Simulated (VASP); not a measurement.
# TiO2 (I4_1/amd) in VASP: a series of runs

TiO2 is run at these levels: r2SCAN; tasks: single point.

Program: VASP 6.6.1. These are calculated values, not measurements. Logs are shortened: lines on timing, memory, paths and dates and some standing lists are left out, and cuts for length are marked.

**1. The cell of the first run**

Symmetry: I4_1/amd, No. 141, tetragonal system. The conventional cell has a = 3.740 Å, b = 3.740 Å, c = 9.487 Å, α = 90.00°, β = 90.00°, γ = 90.00°. Ti (site symmetry -4m2) has 6 O at 1.91 to 1.97 Å within 2.5 Å. Within 2.5 Å of O (site symmetry 2mm) lie 3 Ti at 1.91 to 1.97 Å and 2 O at 2.44 Å.

**2. Single point, r2SCAN (11.06 Å³/atom)**

The input, POSCAR:

```
TiO2
1.0
   -1.8698177193      1.8698177193      4.7433109785
    1.8698177193     -1.8698177193      4.7433109785
    1.8698177193      1.8698177193     -4.7433109785
Ti O
2 4
Direct
    0.7500000000      0.2500000000      0.5000000000
    0.0000000000      0.0000000000      0.0000000000
    0.5427139634      0.0427139634      0.5000000000
    0.7927139634      0.7927139634      0.0000000000
    0.2072860366      0.2072860366      0.0000000000
    0.9572860366      0.4572860366      0.5000000000
```

The input, INCAR.step1:

```
PREC     = Accurate       # precision mode
ENCUT    = 520            # plane-wave cutoff, eV
ISMEAR   = 0              # smearing method
SIGMA    = 0.01           # smearing width, eV
LREAL    = False          # projectors in reciprocal space
LASPH    = True           # aspherical terms in the spheres
NELM     = 100            # most SCF steps
NBANDS   = 33             # bands
GGA      = PE             # functional
ALGO     = Normal         # electronic algorithm
EDIFF    = 1E-4           # SCF threshold, eV
LWAVE    = True           # write WAVECAR
LCHARG   = False          # write CHGCAR
```

The input, INCAR.step2:

```
PREC     = Accurate       # precision mode
ENCUT    = 520            # plane-wave cutoff, eV
EDIFF    = 1E-6           # SCF threshold, eV
ISMEAR   = 0              # smearing method
SIGMA    = 0.01           # smearing width, eV
LREAL    = False          # projectors in reciprocal space
LASPH    = True           # aspherical terms in the spheres
NELM     = 100            # most SCF steps
ALGO     = Normal         # electronic algorithm
ISIF     = 2              # what is computed and relaxed
LWAVE    = False          # write WAVECAR
LCHARG   = True           # write CHGCAR
METAGGA  = R2SCAN         # meta-GGA
LMIXTAU  = True         
LELF     = True           # ELF
LVHAR    = True         
NBANDS   = 33             # bands
ISTART   = 1
```

The input, KPOINTS:

```
regular mesh
0
Gamma
  8 8 8
```

Potentials or basis: VASP PAW PBE potentials, release 64 (Ti_sv, O).

Run with:

```console
cat potpaw_PBE.64/Ti_sv/POTCAR potpaw_PBE.64/O/POTCAR > POTCAR
cp INCAR.step1 INCAR
mpirun -np 1 vasp_std > vasp.out
cp INCAR.step2 INCAR
mpirun -np 1 vasp_std > vasp.out
```

OUTCAR:

```text
PREC = Accurate
   ENCUT = 520
   EDIFF = 1E-6
   ISMEAR = 0
   LREAL = False
   LASPH = True
   NELM = 100
   ISIF = 2
   METAGGA = R2SCAN
   ISTART = 1

 ion  position               nearest neighbor table
   1  0.750  0.250  0.500-   4 1.91   5 1.91   4 1.91   5 1.91   3 1.97   6 1.97
   2  0.000  0.000  0.000-   3 1.91   6 1.91   3 1.91   6 1.91   5 1.97   4 1.97
   3  0.543  0.043  0.500-   2 1.91   2 1.91   1 1.97
   4  0.793  0.793  0.000-   1 1.91   1 1.91   2 1.97
   5  0.207  0.207  0.000-   1 1.91   1 1.91   2 1.97
   6  0.957  0.457  0.500-   2 1.91   2 1.91   1 1.97

  LATTYP: Found a body centered tetragonal cell.
 ALAT       =     3.7396354386
 C/A-ratio  =     2.5367772107

  Lattice vectors:

 A1 = (  -1.8698177193,   1.8698177193,   4.7433109785)
 A2 = (   1.8698177193,  -1.8698177193,   4.7433109785)
 A3 = (   1.8698177193,   1.8698177193,  -4.7433109785)

Analysis of symmetry for initial positions (statically):
=====================================================================
 Subroutine PRICEL returns:
 Original cell was already a primitive cell.

 Routine SETGRP: Setting up the symmetry group for a
 body centered tetragonal supercell.

 Subroutine GETGRP returns: Found 16 space group operations
 (whereof  8 operations were pure point group operations)
 out of a pool of 16 trial point group operations.

The static configuration has the point symmetry D_2d.
 The point group associated with its full space group is D_4h.

Analysis of symmetry for dynamics (positions and initial velocities):
=====================================================================
 Subroutine PRICEL returns:
 Original cell was already a primitive cell.

 Routine SETGRP: Setting up the symmetry group for a
 body centered tetragonal supercell.

 Subroutine GETGRP returns: Found 16 space group operations
 (whereof  8 operations were pure point group operations)
 out of a pool of 16 trial point group operations.

The dynamic configuration has the point symmetry D_2d.
 The point group associated with its full space group is D_4h.

 Subroutine INISYM returns: Found 16 space group operations
 (whereof  8 operations are pure point group operations),
 and found     1 'primitive' translations

----------------------------------------------------------------------------------------

                                     Primitive cell

  volume of cell :      66.3346

  direct lattice vectors                    reciprocal lattice vectors
    -1.869817719  1.869817719  4.743310979     0.000000000  0.267405745  0.105411600
     1.869817719 -1.869817719  4.743310979     0.267405745  0.000000000  0.105411600
     1.869817719  1.869817719 -4.743310979     0.267405745  0.267405745  0.000000000

  length of vectors
     5.430601776  5.430601776  5.430601776     0.287432493  0.287432493  0.378168831

  position of ions in fractional coordinates (direct lattice)
     0.750000000  0.250000000  0.500000000
     0.000000000  0.000000000  0.000000000
     0.542713963  0.042713963  0.500000000
     0.792713963  0.792713963  0.000000000
     0.207286037  0.207286037  0.000000000
     0.957286037  0.457286037  0.500000000

  ion indices of the primitive-cell ions
   primitive index   ion index
                 1           1
                 2           2
                 3           3
                 4           4
                 5           5
                 6           6

----------------------------------------------------------------------------------------

 KPOINTS: regular mesh

Automatic generation of k-mesh.
 Grid dimensions read from file:
 generate k-points for:    8    8    8

 Generating k-lattice:

  Cartesian coordinates                     Fractional coordinates (reciprocal lattice)
     0.000000000  0.033425718  0.013176450     0.125000000  0.000000000  0.000000000
     0.033425718  0.000000000  0.013176450     0.000000000  0.125000000  0.000000000
     0.033425718  0.033425718  0.000000000     0.000000000  0.000000000  0.125000000

  Length of vectors
     0.035929062  0.035929062  0.047271104

  Shift w.r.t. Gamma in fractional coordinates (k-lattice)
     0.000000000  0.000000000  0.000000000

 Subroutine IBZKPT returns following result:
 ===========================================

 Found     59 irreducible k-points:

 Following reciprocal coordinates:
            Coordinates               Weight
  0.000000  0.000000  0.000000      1.000000
  0.125000 -0.000000  0.000000      8.000000
  0.250000 -0.000000  0.000000      8.000000
  0.375000  0.000000  0.000000      8.000000
  0.500000 -0.000000  0.000000      4.000000
  0.125000  0.125000  0.000000      8.000000
[... 16 lines left out ...]
  0.250000  0.125000  0.125000     16.000000
  0.375000  0.125000  0.125000      8.000000
 [... further k-points ...]
   k-points           NKPTS =     59   k-points in BZ     NKDIM =     59   number of bands    NBANDS=     33
   number of dos      NEDOS =    301   number of ions     NIONS =      6
   total plane-waves  NPLWV =  64000
   dimension x,y,z NGX =    40 NGY =   40 NGZ =   40
   dimension x,y,z NGXF=    80 NGYF=   80 NGZF=   80
   ions per type =               2   4
   NGX,Y,Z   is equivalent  to a cutoff of  12.25, 12.25, 12.25 a.u.
   NGXF,Y,Z  is equivalent  to a cutoff of  24.49, 24.49, 24.49 a.u.
 SYSTEM =  unknown system
   PREC   = accura    normal or accurate (medium, high low for compatibility)
   ISTART =      1    job   : 0-new  1-cont  2-samecut
   ICHARG =      0    charge: 1-file 2-atom 10-const
   ISPIN  =      1    spin polarized calculation?
   LNONCOLLINEAR =      F non collinear calculations
   LSORBIT =      F    spin-orbit coupling
   LASPH  =      T    aspherical Exc in radial PAW
   ENCUT  =  520.0 eV  38.22 Ry    6.18 a.u.  10.10 10.10 10.10*2*pi/ulx,y,z
   NELM   =    100;   NELMIN=  2; NELMDL=  0     # of ELM steps
   EDIFF  = 0.1E-05   stopping-criterion for ELM
   LREAL  =      F    real-space projection
   EDIFFG = 0.1E-04   stopping-criterion for IOM
   NSW    =      0    number of steps for IOM
   IBRION =     -1    ionic relax: 0-MD 1-quasi-New 2-CG
   NFREE  =      0    steps in history (QN), initial steepest desc. (CG)
   ISIF   =      2    stress and relaxation
   ISYM   =      2    0-nonsym 1-usesym 2-fastsym
   POTIM  = 0.5000    time-step for ionic-motion
   TEBEG  =    0.0;   TEEND  =   0.0 temperature during run
   PSTRESS=    0.0 pullay stress
   NELECT =      48.0000    total number of electrons
   NUPDOWN=      -1.0000    fix difference up-down
   EMIN   =  10.00;   EMAX   =-10.00  energy-range for DOS
   EFERMI =   0.00;   METHOD = LEGACY
   ISMEAR =     0;   SIGMA  =   0.01  broadening in eV -4-tet -1-fermi 0-gaus
   EFERMI_NEDOS =   21; number of points for ismear=-14 and -15
   IALGO  =     38    algorithm
   IMIX   =      4    mixing-type and parameters
     AMIX     =   0.40;   BMIX     =  1.00
     AMIX_MAG =   1.60;   BMIX_MAG =  1.00
  volume/ion in A,a.u.               =      11.06        74.61
  Fermi-wavevector in a.u.,A,eV,Ry     =   1.469745  2.777415 29.390613  2.160149
  Thomas-Fermi vector in A             =   2.585085
   LORBIT       =      0    0 simple, 1 ext, 2 COOP (PROOUT), +10 PAW based schemes
   METAGGA = R2SCAN    functional components
   LHFCALC =     F    Hartree Fock is set to
   AEXX    =    0.0000 exact exchange contribution
   IVDW    =     0    specifies the selected vdW correction
   LEPSILON=     F    determine dielectric tensor
   LRPA    =     F    only Hartree local field effects (RPA)
 non-spin polarized calculation
 Gauss-broadening in eV      SIGMA  =   0.01
  energy-cutoff  :      520.00
  volume of cell :       66.33
 maximum number of plane-waves:      1802
   NGX = 21   NGY = 21   NGZ = 21

 number of electron      48.0000004 magnetization

 Free energy of the ion-electron system (eV)
  ---------------------------------------------------
  ext. energy  EPLUGINS =         0.00000000
  ---------------------------------------------------
  free energy    TOTEN  =       -69.79168199 eV

  energy without entropy =      -69.79168199  energy(sigma->0) =      -69.79168199

 E-fermi :   3.4368     XC(G=0): -11.6142

 val. band max:        3.2510710301   @ k =  -0.3750   0.3750   0.0000
 cond. band min:       5.9246175266   @ k =   0.0000   0.0000   0.0000
 fundamental gap:      2.6735464966
 Fermi energy:         3.4367672431

 k-point     1 :       0.0000    0.0000    0.0000
  band No.  band energies     occupation
      1     -55.1521      2.00000
      2     -55.0838      2.00000
      3     -30.6200      2.00000
      4     -30.3420      2.00000
      5     -30.3420      2.00000
      6     -30.2643      2.00000
[... 25 lines left out ...]
     32       9.1835      0.00000
     33       9.2418      0.00000

 k-point     2 :       0.1250   -0.0000    0.0000
  band No.  band energies     occupation
      1     -55.1497      2.00000
      2     -55.0853      2.00000
      3     -30.6156      2.00000
      4     -30.3670      2.00000
      5     -30.3436      2.00000
      6     -30.2747      2.00000
[... 25 lines left out ...]
     32       9.3892      0.00000
     33       9.6923      0.00000

 k-point     3 :       0.2500   -0.0000    0.0000
  band No.  band energies     occupation
      1     -55.1435      2.00000
      2     -55.0895      2.00000
      3     -30.6057      2.00000
      4     -30.4239      2.00000
      5     -30.3469      2.00000
      6     -30.2960      2.00000
[... 25 lines left out ...]
     32       9.7882      0.00000
     33      10.2035      0.00000

 k-point     4 :       0.3750    0.0000    0.0000
  band No.  band energies     occupation
      1     -55.1359      2.00000
      2     -55.0950      2.00000
      3     -30.5961      2.00000
      4     -30.4804      2.00000
      5     -30.3497      2.00000
      6     -30.3096      2.00000
[... 25 lines left out ...]
     32       9.9834      0.00000
     33      10.4443      0.00000

 k-point     5 :       0.5000   -0.0000    0.0000
  band No.  band energies     occupation
      1     -55.1320      2.00000
      2     -55.0979      2.00000
      3     -30.5912      2.00000
      4     -30.5054      2.00000
      5     -30.3508      2.00000
      6     -30.3121      2.00000
[... 604 lines left out ...]
 k-point    22 :       0.1250    0.1250    0.1250
  band No.  band energies     occupation
      1     -55.1373      2.00000
      2     -55.0927      2.00000
      3     -30.6061      2.00000
      4     -30.4569      2.00000
      5     -30.3878      2.00000
      6     -30.3294      2.00000
[... 25 lines left out ...]
     32      10.6073      0.00000
     33      10.9826      0.00000

 k-point    23 :       0.2500    0.1250    0.1250
  band No.  band energies     occupation
      1     -55.1297      2.00000
      2     -55.0982      2.00000
      3     -30.5970      2.00000
      4     -30.5036      2.00000
      5     -30.3981      2.00000
      6     -30.3509      2.00000
[... 25 lines left out ...]
     32      10.6488      0.00000
     33      11.1688      0.00000

 k-point    24 :       0.3750    0.1250    0.1250
  band No.  band energies     occupation
      1     -55.1255      2.00000
      2     -55.1014      2.00000
      3     -30.5918      2.00000
      4     -30.5267      2.00000
      5     -30.4003      2.00000
      6     -30.3587      2.00000
[... 25 lines left out ...]
     32      10.6122      0.00000
     33      11.2511      0.00000

 [... further k-points ...]

------------------------ aborting loop because EDIFF is reached ----------------------------------------

  FORCE on cell =-STRESS in cart. coord.  units (eV):
  Direction    XX          YY          ZZ          XY          YZ          ZX
  --------------------------------------------------------------------------------------
  -------------------------------------------------------------------------------------
  Total        3.6030519      3.6030519      3.6676196      0.0000000      0.0000000      0.0000000
  in kB       87.0243852     87.0243852     88.5838875      0.0000000      0.0000000      0.0000000
  external PRESSURE =      87.5442193 kB  Pullay stress =       0.0000000 kB

 VOLUME and BASIS-vectors are now :
 -----------------------------------------------------------------------------
  energy-cutoff  :      520.00
  volume of cell :       66.33
      direct lattice vectors                 reciprocal lattice vectors
    -1.869817719  1.869817719  4.743310979     0.000000000  0.267405745  0.105411600
     1.869817719 -1.869817719  4.743310979     0.267405745  0.000000000  0.105411600
     1.869817719  1.869817719 -4.743310979     0.267405745  0.267405745  0.000000000

 POSITION                                       TOTAL-FORCE (eV/Angst)
 -----------------------------------------------------------------------------------
      0.00000      1.86982      2.37166        -0.000000     -0.000000      0.000000
      0.00000      0.00000      0.00000        -0.000000     -0.000000      0.000000
      0.00000      1.86982      0.40521        -0.000000      0.000000     -0.211202
      0.00000      0.00000      7.52018         0.000000     -0.000000     -0.211202
      0.00000      0.00000      1.96644         0.000000     -0.000000      0.211202
      0.00000      1.86982      4.33810        -0.000000      0.000000      0.211202
 -----------------------------------------------------------------------------------
    total drift:                                0.000000     -0.000000     -0.000000

  FREE ENERGIE OF THE ION-ELECTRON SYSTEM (eV)
  ---------------------------------------------------
  free  energy   TOTEN  =       -69.7916819920 eV

  energy  without entropy=      -69.7916819920  energy(sigma->0) =      -69.79168199
```

Wall time 14 min (1 thread of Intel Xeon 8259CL, shared host); peak memory 0.32 GiB.

Results:

```yaml
Free_energy: -69.7917 eV
Pressure: 8.8 GPa
Largest_force: 0.211 eV/Å
Band_gap_on_the_k_mesh: 2.67 eV (least direct gap 2.98 eV)
```

Forces in eV/Å, atoms in the order of the input:
```
Ti   0.000  0.000  0.000
Ti   0.000  0.000  0.000
O    0.000  0.000 -0.211
O    0.000  0.000 -0.211
O    0.000  0.000  0.211
O    0.000  0.000  0.211
```

Stress tensor (GPa, compression positive):
```
8.70 0.00 0.00
0.00 8.70 0.00
0.00 0.00 8.86
```

Caveat: the cell stands under pressure; the PAW data sets were made with another functional, which shifts forces and pressure a little.

[end of part 1 of 2]
